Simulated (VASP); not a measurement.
Runs of VASP 6.6.1 on PtSe2 (Sudovikovite). Symmetry: P-3m1, No. 164, trigonal system. Conventional cell: a = 3.724 Å, b = 3.724 Å, c = 5.062 Å, α = 90.00°, β = 90.00°, γ = 120.00°. Within 3.3 Å of Pt (site symmetry -3m) lie 6 Se at 2.49 Å. Se (site symmetry 3m) has 3 Pt at 2.49 Å within 3.3 Å. 

```csv
level,potentials or basis,gap on the mesh (eV),pressure (GPa),largest force (eV/Å)
BLYP,"VASP PAW PBE potentials, release 64 (Pt, Se)",none,(b),1.12
revPBE,"VASP PAW PBE potentials, release 64 (Pt, Se)",none,9.1,0.64
LDA,"VASP PAW LDA potentials, release 64 (Pt, Se)",none,-0.1,0.25
RPBE,"VASP PAW PBE potentials, release 64 (Pt, Se)",none,(a),0.66
```

Alike in all rows: task single point; no spin polarisation; cell as given; k mesh 7 × 7 × 5; cutoff (eV) 520; smearing fermi-dirac 0.1 eV.

Question: Estimate the missing entries.

Answer: (a) 9.8; (b) 15.3.

Caveats: spin-orbit coupling is left out, which moves the levels of the heavy elements; the PAW data sets were made with another functional, which shifts forces and pressure a little (some runs).

A k mesh can miss the band edges, and the runs leave out spin-orbit coupling on Pt, Se.

A gap of «none» marks levels without a gap at the run's occupations.
